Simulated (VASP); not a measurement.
Here is a VASP 6.6.1 calculation.

The input INCAR:

```
SYSTEM = AlN
  PREC = Accurate
  ENCUT = 520
  EDIFF = 1E-6
  ISMEAR = -1
  SIGMA = 0.05
  LREAL = .False.
  LASPH = .True.
  NELM = 100
  ALGO = Normal
  ISIF = 2
  LWAVE = .False.
  LCHARG = .True.
  GGA = RE
  LELF = .True.
  LVHAR = .True.
  NBANDS = 16
```

File KPOINTS:

```
Automatic mesh
0
Gamma
  10 10 6
  0 0 0
```

The input POSCAR:

```
AlN
1.0
    3.1130000000      0.0000000000      0.0000000000
   -1.5565000000      2.6959370820      0.0000000000
    0.0000000000      0.0000000000      4.9810000000
Al N
2 2
Direct
    0.6666666667      0.3333333333      0.5000000000
    0.3333333333      0.6666666667      0.0000000000
    0.6666666667      0.3333333333      0.8800000000
    0.3333333333      0.6666666667      0.3800000000
```

Potentials or basis: VASP PAW PBE potentials, release 64 (Al, N).

Launch:

```console
$ cat potpaw_PBE.64/Al/POTCAR potpaw_PBE.64/N/POTCAR > POTCAR
$ mpirun -np 1 vasp_std > vasp.out
```

(1) Estimate the pressure.

(2) Estimate the largest force.

Results:

(1) 5.9 GPa.

(2) 0.135 eV/Å.

Caveat: the cell stands under pressure; the PAW data sets were made with another functional, which shifts forces and pressure a little.
